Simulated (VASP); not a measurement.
Write the native input for VASP 6.6.1 that does the following.

```yaml
Task: single point
Functional: r2SCAN
Potentials_or_basis: VASP PAW PBE potentials, release 64 (Mo_sv)
Cutoff: 550 eV
k_mesh: 15 × 15 × 15
Occupations: fermi-dirac, width 0.1 eV
Spin: no spin polarisation
Dipole_correction: no
Further_INCAR_settings: ALGO = Normal; EDIFF = 1e-06; NBANDS = 13
```

The system is Mo.

```
Mo
1.0
    -1.53721    1.53721    1.53721
     1.53721   -1.53721    1.53721
     1.53721    1.53721   -1.53721
Mo
1
Direct
  0.00000 0.00000 0.00000
```

The input as run:

POSCAR

```
Mo
1.0
   -1.5372142047      1.5372142047      1.5372142047
    1.5372142047     -1.5372142047      1.5372142047
    1.5372142047      1.5372142047     -1.5372142047
Mo
1
Direct
    0.0000000000      0.0000000000      0.0000000000
```

INCAR.step1

```
SYSTEM = Mo
ALGO = Normal
EDIFF = 1E-5
ENCUT = 550
GGA = PE
GGA_COMPAT = .FALSE.
ISMEAR = -1
LASPH = .TRUE.
LCHARG = .FALSE.
LREAL = .FALSE.
LWAVE = .TRUE.
NBANDS = 13
NELM = 120
PREC = Accurate
SIGMA = 0.1
```

INCAR.step2

```
SYSTEM = Mo
ALGO = Normal
EDIFF = 1E-6
ENCUT = 550
GGA_COMPAT = .FALSE.
ISIF = 2
ISMEAR = -1
ISTART = 1
LASPH = .TRUE.
LCHARG = .TRUE.
LELF = .TRUE.
LMIXTAU = .TRUE.
LREAL = .FALSE.
LVHAR = .TRUE.
LWAVE = .FALSE.
METAGGA = R2SCAN
NBANDS = 13
NELM = 120
PREC = Accurate
SIGMA = 0.1
```

KPOINTS

```
k-points
0
G
  15 15 15
  0 0 0
```

Potentials or basis: VASP PAW PBE potentials, release 64 (Mo_sv).

The run is started by

```bash
$ cat potpaw_PBE.64/Mo_sv/POTCAR > POTCAR
$ cp INCAR.step1 INCAR
$ mpirun -np 1 vasp_std > vasp.out
$ cp INCAR.step2 INCAR
$ mpirun -np 1 vasp_std > vasp.out
```

It gave:

- Pressure: 25.2 GPa
- Band gap on the k mesh: zero (bands 7 and 8 overlap by 5.82 eV)

Caveat: the cell stands under pressure; the PAW data sets were made with another functional, which shifts forces and pressure a little.

Run time: 85 s on 1 thread of Intel Xeon 8259CL (shared host), peak memory 0.14 GiB.
